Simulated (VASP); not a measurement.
A run of VASP 6.6.1 is set up as follows.

Contents of INCAR:

```
SYSTEM = In3GaP4
PREC     = Accurate       ! precision mode
ENCUT    = 520            ! plane-wave cutoff, eV
EDIFF    = 1E-7           ! SCF threshold, eV
ISMEAR   = -1             ! smearing method
SIGMA    = 0.05           ! smearing width, eV
LREAL    = .False.        ! projectors in reciprocal space
LASPH    = .True.         ! aspherical terms in the spheres
NELM     = 80             ! most SCF steps
ALGO     = Normal         ! electronic algorithm
ISIF     = 2              ! what is computed and relaxed
LWAVE    = .False.        ! write WAVECAR
LCHARG   = .True.         ! write CHGCAR
GGA      = PS             ! functional
LELF     = .True.         ! ELF
LVHAR    = .True.       
NBANDS   = 46             ! bands
```

Contents of KPOINTS:

```
regular mesh
0
Gamma
  4 4 1
  0 0 0
```

File POSCAR:

```
In3GaP4
1.0
    3.8334610000      0.0000000000      0.0000000000
   -1.9167310000      3.3198750000      0.0000000000
    0.0000000000      0.0000000000     13.9968150000
Ga In P
1 3 4
Direct
    0.3457450000      0.6170070000      0.9977900000
    0.2866750000      0.6886300000      0.4824490000
    0.6725340000      0.3685420000      0.2238570000
    0.6827920000      0.3113940000      0.7374980000
    0.3455830000      0.7324950000      0.1713500000
    0.3882830000      0.6436340000      0.6854580000
    0.6566390000      0.3132030000      0.4237170000
    0.6822950000      0.3065860000      0.9227480000
```

Potentials or basis: VASP PAW PBE potentials, release 64 (Ga_d, In_d, P).

Launch:

```bash
$ cat potpaw_PBE.64/Ga_d/POTCAR potpaw_PBE.64/In_d/POTCAR potpaw_PBE.64/P/POTCAR > POTCAR
$ mpirun -np 1 vasp_std > vasp.out
```

(1) Predict the band gap on the k mesh.

(2) What does it give for the pressure?

(3) Predict the largest force.

Results:

(1) 0.30 eV.

(2) 11.7 GPa.

(3) 4.128 eV/Å.

Caveat: the k points lie up to 0.47 Å⁻¹ apart; semilocal functionals underestimate gaps, and a narrow one can read as zero; the PAW data sets were made with another functional, which shifts forces and pressure a little; spin-orbit coupling is left out, which moves the levels of the heavy elements.
